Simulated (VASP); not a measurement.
A run of VASP 6.6.1 is set up as follows.

File INCAR:

```
PREC = Accurate
ENCUT = 600
EDIFF = 1E-6
ISMEAR = 0
SIGMA = 0.02
LREAL = False
LASPH = True
NELM = 120
ALGO = Normal
ISIF = 2
LWAVE = False
LCHARG = True
GGA = PE
LELF = True
LVHAR = True
NBANDS = 11
GGA_COMPAT = False
```

Contents of KPOINTS:

```
Automatic mesh
0
Gamma
  12 12 12
```

File POSCAR:

```
BN
1.0
    0.0000000000      1.8130010000      1.8130010000
    1.8130010000      0.0000000000      1.8130010000
    1.8130010000      1.8130010000      0.0000000000
B N
1 1
Direct
    0.1034196892      0.1034196892     -0.1034196892
    0.7500000000      0.7500000000      0.7500000000
```

Potentials or basis: VASP PAW PBE potentials, release 64 (B, N).

Run with:

```sh
$ cat potpaw_PBE.64/B/POTCAR potpaw_PBE.64/N/POTCAR > POTCAR
$ mpirun -np 1 vasp_std > vasp.out
```

(1) What does it give for the pressure?

(2) Estimate the band gap on the k mesh.

(3) Estimate the largest force.

Results:

(1) 35.3 GPa.

(2) 1.68 eV, indirect (least direct gap 6.02 eV).

(3) 6.295 eV/Å.

Caveat: the cell differs from its parent crystal (one atom moved); forces of over 1 eV/Å act on the atoms, so gaps and moduli don't describe the material at rest.
